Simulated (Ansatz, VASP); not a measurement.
# Two plane-wave programs on LiH

```
Li H
1.0
    -0.05515    2.15797    2.15797
     2.15797   -0.05515    2.15797
     2.15797    2.15797   -0.05515
Li H
1 1
Direct
  0.99805 0.99805 0.99805
  0.25195 0.25195 0.25195
```

Change from the starting cell: epitaxial_111 strain +3.2%.

Alike in both runs: task single point; functional HSE06; k mesh 8 × 8 × 8; no spin polarisation.

|  | VASP | Ansatz |
| --- | --- | --- |
| version | VASP 6.6.1 | Ansatz 0.2.0 |
| potentials or method | VASP PAW PBE potentials, release 64 (Li_sv, H) | plane waves, PAW |
| plane-wave cutoff (eV) | 520 | 420 |
| occupations | gaussian, width 0.01 eV | fixed |
| valence electrons in the cell | 4 | 4 |

|  | VASP | Ansatz | Ansatz less VASP |
| --- | --- | --- | --- |
| gap on the k mesh at the Fermi level (eV) | 5.11 | 5.10 | -0.001 |

Ansatz's warnings: stress exchange threshold loose, stress scf threshold loose.

Noted on VASP's run: the cutoff is under 1.25 times that of the potentials, so the pressure is a little rough.
